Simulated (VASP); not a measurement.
## Ir: single point with PBEsol

Ir:

```
CELL_PARAMETERS angstrom
0.00000 1.96769 1.87171
1.96769 0.00000 1.87171
1.96769 1.96769 0.00000
ATOMIC_POSITIONS crystal
Ir 0.00000 0.00000 0.00000
```

This cell differs from its parent crystal: strain +0.025 along x and y, -0.025 along z.

| Item | Value |
| --- | --- |
| Program | VASP 6.6.1 |
| Task | single point |
| Functional | PBEsol |
| Potentials or basis | VASP PAW PBE potentials, release 64 (Ir) |
| Cutoff | 520 eV |
| k mesh | 22 × 22 × 22 |
| Occupations | gaussian, width 0.15 eV |
| Spin | no spin polarisation |
| Dipole correction | no |
| Further INCAR settings | ALGO = Normal; EDIFF = 1e-06; NBANDS = 10 |

```yaml
Pressure: -9.7 GPa
Band_gap_on_the_k_mesh: zero (an odd number of electrons rules out a gap without spin polarisation)
```

Stress tensor (GPa, compression positive):
```
-15.37   0.00   0.00
  0.00 -15.37   0.00
  0.00   0.00   1.57
```

Levels at points of the mesh, in eV from the Fermi level:
| k point | band 2 | band 3 | band 4 | band 5 | band 6 | band 7 |
| --- | --- | --- | --- | --- | --- | --- |
| (0.00, 0.00, 0.00) | -3.91 | -3.91 | -3.30 | -1.54 | -0.73 | 14.44 |
| (0.50, 0.00, 0.00) | -4.15 | -3.46 | -0.71 | 0.70 | 1.08 | 7.04 |
| (0.50, 0.50, 0.00) | -7.11 | 0.84 | 1.48 | 1.48 | 2.40 | 10.98 |
| (0.50, 0.00, 0.50) | -7.03 | 0.85 | 1.12 | 1.35 | 1.71 | 9.74 |

Run time: 57 s on 1 thread of AMD EPYC 9R45 96-Core Processor (Zen 5), with other jobs on the host, peak memory 0.21 GiB.

Caveat: the cell differs from its parent crystal (strain +0.025 along x and y, -0.025 along z); the cell stands under tension; the PAW data sets were made with another functional, which shifts forces and pressure a little; spin-orbit coupling is left out, which moves the levels of the heavy elements.
